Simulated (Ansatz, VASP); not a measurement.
**PbS in VASP and in Ansatz**

```
Pb S
1.0
     0.00000    3.11325    2.96500
     3.11325    0.00000    2.96500
     3.11325    3.11325    0.00000
Pb S
1 1
Cartesian
  0.0000 0.0000 0.0000
  3.1132 3.1132 2.9650
```

Change from the starting cell: strain +0.050 along x and y, +0.000 along z, atoms carried along.

Alike in both runs: task single point; functional PBEsol; k mesh 10 × 10 × 10; occupations gaussian, width 0.03 eV; no spin polarisation.

|  | VASP | Ansatz |
| --- | --- | --- |
| version | VASP 6.6.1 | Ansatz 0.2.0 |
| potentials or method | VASP PAW PBE potentials, release 64 (Pb_d, S), cutoff 520 eV | scalar-relativistic, plane waves, PAW |
| valence electrons in the cell | 20 | 20 |

|  | VASP | Ansatz | Ansatz less VASP |
| --- | --- | --- | --- |
| gap on the k mesh at the Fermi level (eV) | 0.51 | 0.51 | -0.004 |
| least direct gap on the mesh (eV) | 0.51 | 0.51 | -0.004 |
| pressure (GPa) | -5.0 | -4.9 | +0.05 |
| traceless stress, the component that is largest in VASP (GPa) | 2.70 | 2.68 | -0.011 |

VASP's potentials were made for PBE, not for PBEsol. With one functional, cell and mesh, what is left measures potentials, basis and numerics.

Spin-orbit coupling is off throughout.
